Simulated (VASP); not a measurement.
A run of VASP 6.6.1:

File INCAR:

```
PREC = Accurate
ENCUT = 600
EDIFF = 1E-7
ISMEAR = -1
SIGMA = 0.1
LREAL = False
LASPH = True
NELM = 60
ALGO = Normal
ISIF = 3
LWAVE = False
LCHARG = False
GGA = PE
IBRION = 2
NSW = 60
EDIFFG = -0.005
PSTRESS = 130.0
```

File KPOINTS:

```
regular mesh
0
Gamma
  15 15 15
```

POSCAR

```
S
1.0
    2.4591738464      0.0000000000      0.0000000000
    0.0000000000      2.4591738464      0.0000000000
    0.0000000000      0.0000000000      2.4591738464
S
1
Direct
    0.0000000000      0.0000000000      0.0000000000
```

Potentials or basis: VASP PAW PBE potentials, release 64 (S).

The run is started by

```bash
$ cat potpaw_PBE.64/S/POTCAR > POTCAR
$ mpirun -np 1 vasp_std > vasp.out
```

Hardware: 1 thread of Intel(R) Xeon(R) Platinum 8488C (Sapphire Rapids), with other jobs on the host.

Question: How long does it take, and how much memory?

Answer: Wall time 16 s on 1 thread of Intel(R) Xeon(R) Platinum 8488C (Sapphire Rapids), with other jobs on the host, peak memory 0.12 GiB. Counts: scf iterations 26, k points 120, ion steps 3.
